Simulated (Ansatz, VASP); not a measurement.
# TiSn: VASP beside Ansatz

Contents of INCAR:

```
SYSTEM = TiSn
PREC     = Accurate       ! precision mode
ENCUT    = 600            ! plane-wave cutoff, eV
EDIFF    = 1E-6           ! SCF threshold, eV
ISMEAR   = -1             ! smearing method
SIGMA    = 0.05           ! smearing width, eV
LREAL    = .False.        ! projectors in reciprocal space
LASPH    = .True.         ! aspherical terms in the spheres
NELM     = 80             ! most SCF steps
ALGO     = Normal         ! electronic algorithm
ISIF     = 3              ! what is computed and relaxed
LWAVE    = .False.        ! write WAVECAR
LCHARG   = .False.        ! write CHGCAR
GGA      = PE             ! functional
IVDW     = 13             ! dispersion correction
IBRION   = 2              ! ionic algorithm
NSW      = 60             ! ionic steps
EDIFFG   = -0.01          ! ionic threshold
```

The input KPOINTS:

```
Automatic mesh
0
Gamma
  8 8 8
  0 0 0
```

POSCAR

```
TiSn
1.0
    0.0000000000      2.8005500000      2.8005500000
    2.8005500000      0.0000000000      2.8005500000
    2.8005500000      2.8005500000      0.0000000000
Ti Sn
1 1
Direct
    0.0000000000      0.0000000000      0.0000000000
    0.5000000000      0.5000000000      0.5000000000
```

Contents of input.yaml:

```yaml
crystal:
  lattice:
    - [0.0, 2.80055, 2.80055]
    - [2.80055, 0.0, 2.80055]
    - [2.80055, 2.80055, 0.0]
  atoms:
    - { symbol: Ti, position: [0.0, 0.0, 0.0] }
    - { symbol: Sn, position: [0.5, 0.5, 0.5] }
hamiltonian:
  xc: pbe
  pseudopotentials: { kind: paw }
  dispersion: d4
kpoints:
  mp_grid: { grid: [8, 8, 8] }
scf:
  occupations: { method: fermi_dirac, width: 0.05 }
output:
  forces: true
  stress: true
  eigenvalues: true
  write_density: true
  write_potential: true
  elf: true
  volumetric_format: npy
relax:
  f_tol: 0.01
  max_steps: 40
  cell: { stress_tol: 0.05 }
```

Alike in both runs: task relaxation of cell and atoms; functional PBE; dispersion D4; k mesh 8 × 8 × 8; occupations fermi-dirac, width 0.05 eV; no spin polarisation.

|  | VASP | Ansatz |
| --- | --- | --- |
| version | VASP 6.6.1 | Ansatz 0.2.0 |
| potentials or method | VASP PAW PBE potentials, release 64 (Ti_sv, Sn_d) | Ansatz PAW |
| plane-wave cutoff (eV) | 600 | 420 |
| valence electrons in the cell | 26 | 26 |

|  | VASP | Ansatz | Ansatz less VASP |
| --- | --- | --- | --- |
| gap on the k mesh at the Fermi level, each at its own relaxed structure (eV) | none | none | - |
| relaxed volume (Å³/atom) | 21.36 | 21.36 | -0.007 |
| relaxed length of the cell vector where the two differ most in proportion (Å) | 3.924 | 3.924 | -0.0004 |

A gap of «none» marks a metal or a gap that the smearing closes.

Noted on Ansatz's run: the plane-wave basis is chosen anew once the cell has moved, so the energies of steps on either side of that aren't comparable.
